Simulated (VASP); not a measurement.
# Cs8HCl8 (a cell with a defect) in VASP: single point with PBE

Aim: the single point of Cs8HCl8 (a cell with a defect) with PBE.

Everything below comes from runs of VASP 6.6.1. Logs are shortened: lines on timing, memory, paths and dates and some standing lists are left out, and cuts for length are marked.

## 1. The cell of the first run

The cell holds a defect, 17 atoms: a = 8.406 Å, b = 9.398 Å, c = 9.398 Å, α = 78.46°, β = 63.43°, γ = 63.43°.

## 2. Single point, PBE, collinear spin (with an interstitial atom, then relaxed in part)

Input file INCAR:

```
SYSTEM = Cs8HCl8
PREC = Accurate ; ENCUT = 400
EDIFF = 1E-6 ; ISMEAR = 0
SIGMA = 0.02 ; LREAL = .FALSE.
LASPH = .TRUE. ; NELM = 200
ALGO = Normal ; ISIF = 2
LWAVE = .FALSE. ; LCHARG = .FALSE.
ISPIN = 2 ; MAGMOM = 0 0 0 0 0 0 0 0 0 0 0 0 0 0 0 0 1
LORBIT = 11 ; GGA = PE
NBANDS = 82 ; GGA_COMPAT = .FALSE.
```

Input file KPOINTS:

```
regular mesh
0
G
  2 2 2
  0 0 0
```

Input file POSCAR:

```
Cs8HCl8
1.0
    0.0000000000     -8.4058580770      0.0000000000
    0.0000000000     -4.2029290385     -8.4058580770
    8.4058580770     -4.2029290385      0.0000000000
Cs Cl H
8 8 1
Direct
    0.5053657361      0.0002039216      0.0015965867
    1.0109044061      0.0004229536      0.0020392761
    0.2616547211      0.4979083665      0.0020655842
    0.7562054041      0.4980480081      0.0016363041
    0.2584261195      0.0018813489      0.4995335383
    0.5110150648      0.4966136355      0.4995366301
    0.7546522193      0.0021289309      0.5002602721
    0.0074757651      0.4963633551      0.5002848879
    0.5088624941      0.2492668693      0.2488344493
    0.0088238268      0.2491496342      0.2489068780
    0.2611317166      0.7492161934      0.2454127720
    0.7450179656      0.7492987975      0.2768414853
    0.2561788939      0.2510656706      0.7530342820
    0.5046107314      0.7492207507      0.7570019804
    0.7580332949      0.2473849969      0.7531124741
    0.0248419874      0.7493105888      0.7159013833
   -0.1051046055      0.7493258072     -0.0251690458
```

Potentials or basis: VASP PAW PBE potentials, release 64 (Cs_sv, Cl, H).

On the command line:

```sh
> cat potpaw_PBE.64/Cs_sv/POTCAR potpaw_PBE.64/Cl/POTCAR potpaw_PBE.64/H/POTCAR > POTCAR
> mpirun -np 1 vasp_std > vasp.out
```

OUTCAR:

```text
SYSTEM = Cs8HCl8
   PREC = Accurate
   ENCUT = 400
   EDIFF = 1E-6
   ISMEAR = 0
   LREAL = .FALSE.
   LASPH = .TRUE.
   NELM = 200
   ISIF = 2
   ISPIN = 2
   LORBIT = 11
   GGA = PE

 ion  position               nearest neighbor table
   1  0.505  0.000  0.002-
   2  0.011  0.000  0.002-
   3  0.262  0.498  0.002-
   4  0.756  0.498  0.002-
   5  0.258  0.002  0.500-
   6  0.511  0.497  0.500-
[... 9 lines left out ...]
  16  0.025  0.749  0.716-
  17  0.895  0.749  0.975-

  LATTYP: Found a body centered tetragonal cell.
 ALAT       =    11.8876784959
 C/A-ratio  =     0.7071067812

  Lattice vectors:

 A1 = (   0.0000000000,   4.2029290385,  -8.4058580770)
 A2 = (   0.0000000000,   4.2029290385,   8.4058580770)
 A3 = (   8.4058580770,  -4.2029290385,   0.0000000000)

Analysis of symmetry for initial positions (statically):
=====================================================================
 Subroutine PRICEL returns:
 Original cell was already a primitive cell.

 Routine SETGRP: Setting up the symmetry group for a
 body centered tetragonal supercell.

 Subroutine GETGRP returns: Found  1 space group operations
 (whereof  1 operations were pure point group operations)
 out of a pool of 16 trial point group operations.

The static configuration has the point symmetry C_1 .

Analysis of symmetry for dynamics (positions and initial velocities):
=====================================================================
 Subroutine PRICEL returns:
 Original cell was already a primitive cell.

 Routine SETGRP: Setting up the symmetry group for a
 body centered tetragonal supercell.

 Subroutine GETGRP returns: Found  1 space group operations
 (whereof  1 operations were pure point group operations)
 out of a pool of 16 trial point group operations.

The dynamic configuration has the point symmetry C_1 .

Analysis of structural, dynamic, and magnetic symmetry:
=====================================================================
 Subroutine PRICEL returns:
 Original cell was already a primitive cell.

 Routine SETGRP: Setting up the symmetry group for a
 body centered tetragonal supercell.

 Subroutine GETGRP returns: Found  1 space group operations
 (whereof  1 operations were pure point group operations)
 out of a pool of 16 trial point group operations.

The overall configuration has the point symmetry C_1 .

 Subroutine INISYM returns: Found  1 space group operations
 (whereof  1 operations are pure point group operations),
 and found     1 'primitive' translations

----------------------------------------------------------------------------------------

                                     Primitive cell

  volume of cell :     593.9449

  direct lattice vectors                    reciprocal lattice vectors
     0.000000000 -8.405858077  0.000000000    -0.059482327 -0.118964654  0.059482327
     0.000000000 -4.202929038 -8.405858077     0.000000000  0.000000000 -0.118964654
     8.405858077 -4.202929038  0.000000000     0.118964654  0.000000000  0.000000000

  length of vectors
     8.405858077  9.398035035  9.398035035     0.145701350  0.118964654  0.118964654

  position of ions in fractional coordinates (direct lattice)
     0.505365736  0.000203922  0.001596587
     0.010904406  0.000422954  0.002039276
     0.261654721  0.497908366  0.002065584
     0.756205404  0.498048008  0.001636304
     0.258426120  0.001881349  0.499533538
     0.511015065  0.496613635  0.499536630
[... 9 lines left out ...]
     0.024841987  0.749310589  0.715901383
     0.894895394  0.749325807  0.974830954

  ion indices of the primitive-cell ions
   primitive index   ion index
                 1           1
                 2           2
                 3           3
                 4           4
                 5           5
                 6           6
[... 9 lines left out ...]
                16          16
[... 34 lines left out ...]
  0.500000  0.000000  0.500000      1.000000
  0.000000  0.500000  0.000000      1.000000
  0.000000  0.000000  0.500000      1.000000
  0.000000  0.500000  0.500000      1.000000
   k-points           NKPTS =      8   k-points in BZ     NKDIM =      8   number of bands    NBANDS=     82
   number of dos      NEDOS =    301   number of ions     NIONS =     17
   total plane-waves  NPLWV = 229376
   dimension x,y,z NGX =    56 NGY =   64 NGZ =   64
   dimension x,y,z NGXF=   112 NGYF=  128 NGZF=  128
   ions per type =               8   8   1
   NGX,Y,Z   is equivalent  to a cutoff of  11.08, 11.32, 11.32 a.u.
   NGXF,Y,Z  is equivalent  to a cutoff of  22.15, 22.64, 22.64 a.u.
 SYSTEM =  Cs8HCl8
   PREC   = accura    normal or accurate (medium, high low for compatibility)
   ISTART =      0    job   : 0-new  1-cont  2-samecut
   ICHARG =      2    charge: 1-file 2-atom 10-const
   ISPIN  =      2    spin polarized calculation?
   LNONCOLLINEAR =      F non collinear calculations
   LSORBIT =      F    spin-orbit coupling
   LASPH  =      T    aspherical Exc in radial PAW
   ENCUT  =  400.0 eV  29.40 Ry    5.42 a.u.  13.71 15.33 15.33*2*pi/ulx,y,z
   NELM   =    200;   NELMIN=  2; NELMDL= -5     # of ELM steps
   EDIFF  = 0.1E-05   stopping-criterion for ELM
   LREAL  =      F    real-space projection
   EDIFFG = 0.1E-04   stopping-criterion for IOM
   NSW    =      0    number of steps for IOM
   IBRION =     -1    ionic relax: 0-MD 1-quasi-New 2-CG
   NFREE  =      0    steps in history (QN), initial steepest desc. (CG)
   ISIF   =      2    stress and relaxation
   ISYM   =      2    0-nonsym 1-usesym 2-fastsym
   POTIM  = 0.5000    time-step for ionic-motion
   TEBEG  =    0.0;   TEEND  =   0.0 temperature during run
   PSTRESS=    0.0 pullay stress
   NELECT =     129.0000    total number of electrons
   NUPDOWN=      -1.0000    fix difference up-down
   EMIN   =  10.00;   EMAX   =-10.00  energy-range for DOS
   EFERMI =   0.00;   METHOD = LEGACY
   ISMEAR =     0;   SIGMA  =   0.02  broadening in eV -4-tet -1-fermi 0-gaus
   EFERMI_NEDOS =   21; number of points for ismear=-14 and -15
   IALGO  =     38    algorithm
   IMIX   =      4    mixing-type and parameters
     AMIX     =   0.40;   BMIX     =  1.00
     AMIX_MAG =   1.60;   BMIX_MAG =  1.00
  volume/ion in A,a.u.               =      34.94       235.77
  Fermi-wavevector in a.u.,A,eV,Ry     =   0.984062  1.859608 13.175596  0.968379
  Thomas-Fermi vector in A             =   2.115267
   LORBIT       =     11    0 simple, 1 ext, 2 COOP (PROOUT), +10 PAW based schemes
   GGA     = PE    functional components
   LHFCALC =     F    Hartree Fock is set to
   AEXX    =    0.0000 exact exchange contribution
   IVDW    =     0    specifies the selected vdW correction
   LEPSILON=     F    determine dielectric tensor
   LRPA    =     F    only Hartree local field effects (RPA)
 spin polarized calculation
 Gauss-broadening in eV      SIGMA  =   0.02
  energy-cutoff  :      400.00
  volume of cell :      593.94
 maximum number of plane-waves:     10821
 NGX is ok and might be reduce to    56
   NGX = 27   NGY = 31   NGZ = 31

 number of electron     128.9999991 magnetization       1.0000000

 Free energy of the ion-electron system (eV)
  ---------------------------------------------------
  ext. energy  EPLUGINS =         0.00000000
  ---------------------------------------------------
  free energy    TOTEN  =       -53.27904840 eV

  energy without entropy =      -53.27904840  energy(sigma->0) =      -53.27904840

 E-fermi :   1.1510     XC(G=0):  -8.0424

 val. band max:        1.0058506790   @ k =   0.5000   0.0000   0.5000
 cond. band min:       2.7297759981   @ k =   0.0000   0.0000   0.0000
 fundamental gap:      1.7239253192
 Fermi energy:         1.1509696305

 spin component 1

 k-point     1 :       0.0000    0.0000    0.0000
  band No.  band energies     occupation
      1     -20.0350      1.00000
      2     -19.9709      1.00000
      3     -19.9465      1.00000
      4     -19.9340      1.00000
      5     -19.9314      1.00000
      6     -19.8879      1.00000
[... 621 lines left out ...]
     75       6.1373      0.00000
     76       6.1381      0.00000
 Fermi energy:         1.1509696305

 spin component 2

 k-point     1 :       0.0000    0.0000    0.0000
  band No.  band energies     occupation
      1     -20.0304      1.00000
      2     -19.9667      1.00000
      3     -19.9447      1.00000
      4     -19.9294      1.00000
      5     -19.9267      1.00000
      6     -19.8864      1.00000
[... 621 lines left out ...]
     75       6.1384      0.00000
     76       6.1453      0.00000
 [bands above 76 left out]

------------------------ aborting loop because EDIFF is reached ----------------------------------------

  FORCE on cell =-STRESS in cart. coord.  units (eV):
  Direction    XX          YY          ZZ          XY          YZ          ZX
  --------------------------------------------------------------------------------------
  -------------------------------------------------------------------------------------
  Total        2.0593451      0.9340766      0.9102953     -0.0036297     -0.0013441      0.0001929
  in kB        5.5551215      2.5196889      2.4555384     -0.0097913     -0.0036258      0.0005205
  external PRESSURE =       3.5101163 kB  Pullay stress =       0.0000000 kB

 VOLUME and BASIS-vectors are now :
 -----------------------------------------------------------------------------
  energy-cutoff  :      400.00
  volume of cell :      593.94
      direct lattice vectors                 reciprocal lattice vectors
     0.000000000 -8.405858077  0.000000000    -0.059482327 -0.118964654  0.059482327
     0.000000000 -4.202929038 -8.405858077     0.000000000  0.000000000 -0.118964654
     8.405858077 -4.202929038  0.000000000     0.118964654  0.000000000  0.000000000

 POSITION                                       TOTAL-FORCE (eV/Angst)
 -----------------------------------------------------------------------------------
      0.01342     -4.25560     -0.00171         0.003698      0.009708     -0.016122
      0.01714     -0.10201     -0.00356         0.000212      0.004689     -0.009909
      0.01736     -4.30079     -4.18535         0.000131      0.001063      0.009549
      0.01375     -8.45669     -4.18652         0.003268      0.010139      0.014661
      4.19901     -4.27970     -0.01581         0.000130     -0.000770     -0.007247
      4.19903     -8.48227     -4.17446         0.000211     -0.000962      0.006881
[... 9 lines left out ...]
      6.01777     -6.36700     -6.29860         0.020884     -0.002505      0.001005
      8.19429    -14.76887     -6.29873        -0.006558     -0.011494      0.000709
 -----------------------------------------------------------------------------------
    total drift:                                0.000639      0.000563      0.000302

  FREE ENERGIE OF THE ION-ELECTRON SYSTEM (eV)
  ---------------------------------------------------
  free  energy   TOTEN  =       -53.2790483993 eV

  energy  without entropy=      -53.2790483993  energy(sigma->0) =      -53.27904840

 total charge

# of ion       s       p       d       tot
------------------------------------------
    1        1.843   4.709   0.028   6.579
    2        1.842   4.709   0.028   6.579
    3        1.842   4.709   0.028   6.579
    4        1.843   4.709   0.028   6.579
    5        1.843   4.711   0.028   6.581
    6        1.843   4.711   0.027   6.581
[... 9 lines left out ...]
   16        1.599   3.511   0.000   5.110
   17        0.423   0.004   0.000   0.427
--------------------------------------------------
tot         27.899  65.977   0.221  94.097

 magnetization (x)

# of ion       s       p       d       tot
------------------------------------------
    1        0.001   0.004   0.002   0.006
    2        0.001   0.003   0.002   0.006
    3        0.001   0.003   0.002   0.006
    4        0.001   0.004   0.002   0.006
    5        0.000   0.001   0.001   0.001
    6        0.000   0.001   0.001   0.001
[... 9 lines left out ...]
   16        0.011   0.124   0.000   0.136
   17        0.294   0.001   0.000   0.295
--------------------------------------------------
tot          0.315   0.211   0.010   0.535
```

Wall time 7 min (1 thread of AMD EPYC 9R45 (Zen 5), shared host); peak memory 0.84 GiB.

Results:

```yaml
Free_energy: -53.2790 eV
Pressure: 0.4 GPa
Largest_force: 0.021 eV/Å
Band_gap_on_the_k_mesh: 1.72 eV
Net_moment: 1.00 μB per cell
Site_moments: Cs +0.01, +0.00 (each value once); Cl +0.00, +0.07, +0.14 (each value once); H +0.29 μB
Valence_electrons_inside_the_program's_atomic_spheres: Cs 6.58; Cl 5.13, 5.12, 5.11 (each value once); H 0.43
```

Forces on the atoms (eV/Å):
```
Cs   0.004  0.010 -0.016
Cs   0.000  0.005 -0.010
Cs   0.000  0.001  0.010
Cs   0.003  0.010  0.015
Cs   0.000 -0.001 -0.007
Cs   0.000 -0.001  0.007
Cs  -0.006 -0.001 -0.006
Cs  -0.006 -0.002  0.006
Cl   0.006 -0.001  0.000
Cl   0.006 -0.002 -0.001
Cl   0.004  0.001  0.000
Cl  -0.006 -0.002  0.001
Cl  -0.006  0.000  0.000
Cl  -0.007 -0.002  0.001
Cl  -0.007  0.000 -0.001
Cl   0.021 -0.003  0.001
H   -0.007 -0.011  0.001
```

Stress tensor (GPa, compression positive):
```
0.56 0.00 0.00
0.00 0.25 0.00
0.00 0.00 0.25
```

Levels at points of the mesh, in eV from the valence-band top:
Spin up:
```
           k point  band 62  band 63  band 64  band 65  band 66  band 67  band 68  band 69
(0.00, 0.00, 0.00)    -1.61    -1.60    -1.60    -0.06     3.55     3.84     4.17     4.21
(0.50, 0.00, 0.00)    -1.74    -1.73    -1.71     0.00     4.69     4.76     4.77     4.99
(0.50, 0.50, 0.00)    -1.74    -1.73    -1.71     0.00     4.69     4.76     4.77     4.99
(0.50, 0.50, 0.50)    -1.74    -1.73    -1.71     0.00     4.69     4.75     4.77     4.99
(0.50, 0.00, 0.50)    -1.74    -1.73    -1.72     0.00     4.69     4.75     4.77     4.99
(0.00, 0.50, 0.00)    -1.69    -1.69    -1.67    -0.01     4.18     4.35     4.44     4.57
(0.00, 0.00, 0.50)    -1.69    -1.69    -1.68     0.00     4.21     4.23     4.56     4.64
(0.00, 0.50, 0.50)    -1.69    -1.64    -1.62    -0.04     4.23     4.31     4.38     4.41
```
Spin down:
```csv
k point,band 60,band 61,band 62,band 63,band 64,band 65,band 66,band 67,band 68,band 69
"(0.00, 0.00, 0.00)",-1.76,-1.66,-1.60,-1.59,-1.57,1.72,3.58,3.85,4.27,4.30
"(0.50, 0.00, 0.00)",-1.77,-1.76,-1.74,-1.72,-1.69,1.87,4.71,4.77,4.80,5.00
"(0.50, 0.50, 0.00)",-1.77,-1.76,-1.74,-1.72,-1.69,1.87,4.71,4.77,4.80,5.00
"(0.50, 0.50, 0.50)",-1.77,-1.76,-1.74,-1.73,-1.69,1.87,4.71,4.77,4.80,5.00
"(0.50, 0.00, 0.50)",-1.77,-1.76,-1.74,-1.73,-1.69,1.87,4.71,4.77,4.80,5.00
"(0.00, 0.50, 0.00)",-1.71,-1.69,-1.69,-1.67,-1.64,1.83,4.20,4.37,4.48,4.65
"(0.00, 0.00, 0.50)",-1.70,-1.69,-1.68,-1.67,-1.66,1.84,4.21,4.23,4.65,4.65
"(0.00, 0.50, 0.50)",-1.72,-1.69,-1.67,-1.63,-1.60,1.80,4.28,4.31,4.38,4.49
```

Caveat: the k points lie up to 0.46 Å⁻¹ apart; the cell differs from its parent crystal (with an interstitial atom, then relaxed in part); spin-orbit coupling is left out, which moves the levels of the heavy elements.
